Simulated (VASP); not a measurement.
Wanted: the native input for a VASP 6.6.1 run.

```yaml
Task: single point
Functional: RPBE
Potentials_or_basis: VASP PAW PBE potentials, release 64 (Sc_sv)
Cutoff: 520 eV
k_mesh: 6 × 6 × 4
Occupations: gaussian, width 0.1 eV
Spin: no spin polarisation
Dipole_correction: no
Further_INCAR_settings: ALGO = Normal; EDIFF = 1e-06; NBANDS = 18
```

The structure of Sc lies in POSCAR:

```
Sc
1.0
    3.2912249500      0.0000000000      0.0000000000
   -1.6456124800      2.8502844200      0.0000000000
    0.0000000000      0.0000000000      5.3325723900
Sc
2
Direct
    0.3333333300      0.6666666700      0.2500000000
    0.6666666700      0.3333333300      0.7500000000
```

These files were run (other wordings do the same):

INCAR

```
SYSTEM = Sc
PREC = Accurate
ENCUT = 520
EDIFF = 1E-6
ISMEAR = 0
SIGMA = 0.1
LREAL = .False.
LASPH = .True.
NELM = 80
ALGO = Normal
ISIF = 2
LWAVE = .False.
LCHARG = .False.
GGA = RP
NBANDS = 18
```

KPOINTS

```
Automatic mesh
0
Gamma
  6 6 4
  0 0 0
```

Potentials or basis: VASP PAW PBE potentials, release 64 (Sc_sv).

Launch:

```bash
$ cat potpaw_PBE.64/Sc_sv/POTCAR > POTCAR
$ mpirun -np 1 vasp_std > vasp.out
```

It gave:

```yaml
Pressure: 1.3 GPa
Band_gap_on_the_k_mesh: zero (band 11 reaches 4.55 eV, above the bottom of band 12 at 3.30 eV)
```

Caveat: the k points lie up to 0.37 Å⁻¹ apart; the PAW data sets were made with another functional, which shifts forces and pressure a little.

It took 15 s on 1 thread of AMD EPYC 7R43 64-Core Processor (Zen 3), on a shared host, peak memory 0.12 GiB.
